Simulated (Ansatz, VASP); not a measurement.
# One calculation of Al, two programs

Contents of INCAR:

```
SYSTEM = Al
ALGO     = Normal         ! electronic algorithm
DIPOL    = 0.5 0.5 0.665
EDIFF    = 1E-6           ! SCF threshold, eV
ENCUT    = 400            ! plane-wave cutoff, eV
GGA      = PE             ! functional
GGA_COMPAT= .False.      
IDIPOL   = 3            
ISIF     = 2              ! what is computed and relaxed
ISMEAR   = 1              ! smearing method
LASPH    = .True.         ! aspherical terms in the spheres
LCHARG   = .True.         ! write CHGCAR
LDIPOL   = .True.       
LELF     = .True.         ! ELF
LREAL    = .False.        ! projectors in reciprocal space
LVACPOTAV= .True.       
LVHAR    = .True.       
LWAVE    = .False.        ! write WAVECAR
NBANDS   = 14             ! bands
NELM     = 120            ! most SCF steps
NELMDL   = -8           
PREC     = Accurate       ! precision mode
SIGMA    = 0.1            ! smearing width, eV
```

File KPOINTS:

```
k-points
0
Gamma
  21 21 1
  0 0 0
```

File POSCAR:

```
Al
1.0
    3.0028735734      0.0000000291      0.0000000000
   -1.5014368119      2.6005647843      0.0000000000
    0.0000000000      0.0000000000     28.1269674923
Al
4
Direct
    0.3333333333      0.6666666667      0.5475839865
    0.0000000000      0.0000000000      0.6255994286
    0.6666666667      0.3333333333      0.7036987581
    0.3333333333      0.6666666667      0.7827716025
```

Input for Ansatz:

```yaml
crystal:
  lattice:
    - [3.0028735734, 2.91e-08, 0.0]
    - [-1.5014368119, 2.6005647843, 0.0]
    - [0.0, 0.0, 28.1269674923]
  atoms:
    - { symbol: Al, position: [0.3333333333, 0.6666666667, 0.5475839865] }
    - { symbol: Al, position: [0.0, 0.0, 0.6255994286] }
    - { symbol: Al, position: [0.6666666667, 0.3333333333, 0.7036987581] }
    - { symbol: Al, position: [0.3333333333, 0.6666666667, 0.7827716025] }
basis:
  ecutwfc: 420
kpoints:
  mp_grid: { grid: [21, 21, 1] }
hamiltonian:
  xc: pbe
  pseudopotentials: { kind: paw, azcp: { folder: soft_1 } }
scf:
  occupations: { method: methfessel_paxton, width: 0.1 }
  n_extra_bands: 7
  max_iter: 160
output:
  forces: true
  eigenvalues: true
efield:
  axis: 3
  dipole_correction: true
```

Alike in both runs: task single point; functional PBE; k mesh 21 × 21 × 1; occupations methfessel-paxton of order 1, width 0.1 eV; no spin polarisation.

|  | VASP | Ansatz |
| --- | --- | --- |
| version | VASP 6.6.1 | Ansatz 0.2.0 |
| potentials or method | VASP PAW PBE potentials, release 64 (Al), cutoff 400 eV | scalar-relativistic, plane waves, PAW |
| valence electrons in the cell | 12 | 12 |

```tsv
	VASP	Ansatz	Ansatz less VASP
gap on the k mesh at the Fermi level (eV)	none	none	-
rms of the force components (eV/Å)	0.075	0.075	-0.0001
```

Atom by atom the forces differ by 0.000 eV/Å (rms over components). A gap of «none» marks a metal or a gap that the smearing closes.
